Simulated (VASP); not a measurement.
SnTe3:

```
Sn Te
1.0
     0.00000    3.86122    3.86122
     3.86122    0.00000    3.86122
     3.86122    3.86122    0.00000
Sn Te
1 3
Direct
  0.00000 0.00000 0.00000
  0.25000 0.25000 0.25000
  0.75000 0.75000 0.75000
  0.50000 0.50000 0.50000
```

Base run:

```yaml
Program: VASP 6.6.1
Functional: revPBE
Potentials_or_basis: VASP PAW PBE potentials, release 64 (Sn_d, Te)
Cutoff: 520 eV
k_mesh: 4 × 4 × 4
Occupations: fermi-dirac, width 0.05 eV
Spin: no spin polarisation
```

Its results: band gap on the k mesh zero (band 16 reaches 8.17 eV, above the bottom of band 17 at 5.96 eV); pressure 1.3 GPa.

Question: The run is repeated on the same cell with these changes: functional from revPBE to LDA; potentials or basis from VASP PAW PBE potentials, release 64 (Sn_d, Te) to VASP PAW LDA potentials, release 64 (Sn_d, Te). What comes out?

Answer: Band gap on the k mesh zero (band 16 reaches 7.94 eV, above the bottom of band 17 at 5.72 eV); pressure -3.5 GPa.

Caveats: spin-orbit coupling is left out, which moves the levels of the heavy elements; the PAW data sets were made with another functional, which shifts forces and pressure a little (some runs).
